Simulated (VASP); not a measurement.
Runs of VASP 6.6.1 on Bi. The structure is that of space group Fm-3m (No. 225), or close to it. The cells are those of the table. This isn't the form of Bi at room conditions, which is rhombohedral.

```csv
task,cell,gap on the mesh (eV),pressure (GPa)
single point,"a = 3.283 Å, angles 60.0°, 1 atom",none,(a)
single point,"a = 3.179 Å, angles 60.0°, 1 atom",none,30.4
relaxation of cell and atoms,"relaxed to 15 GPa from a = 3.677 Å, angles 60.0°, 1 atom",none,15.1
relaxation of cell and atoms,"relaxed from a = 3.677 Å, angles 60.0°, 1 atom",none,0.0
single point,"a = 3.106 Å, angles 60.0°, 1 atom",none,45.5
single point,"a = 3.465 Å, angles 60.0°, 1 atom",none,0.1
relaxation of cell and atoms,"relaxed to 30 GPa from a = 3.677 Å, angles 60.0°, 1 atom",none,30.0
```

Alike in all rows: level LDA; potentials or basis VASP PAW LDA potentials, release 64 (Bi_d); no spin polarisation; k mesh 6 × 6 × 6; cutoff (eV) 500; smearing gaussian 0.1 eV.

Problem. Fill in the values left out.

Solution. (a) 15.2.

Caveats: some runs use coarse meshes; spin-orbit coupling is left out, which moves the levels of the heavy elements; the cell is relaxed towards a set pressure, so the run minimises the enthalpy, not the energy (at least some runs).

A k mesh can miss the band edges, and the runs leave out spin-orbit coupling on Bi.

A gap of «none» marks levels without a gap at the run's occupations.
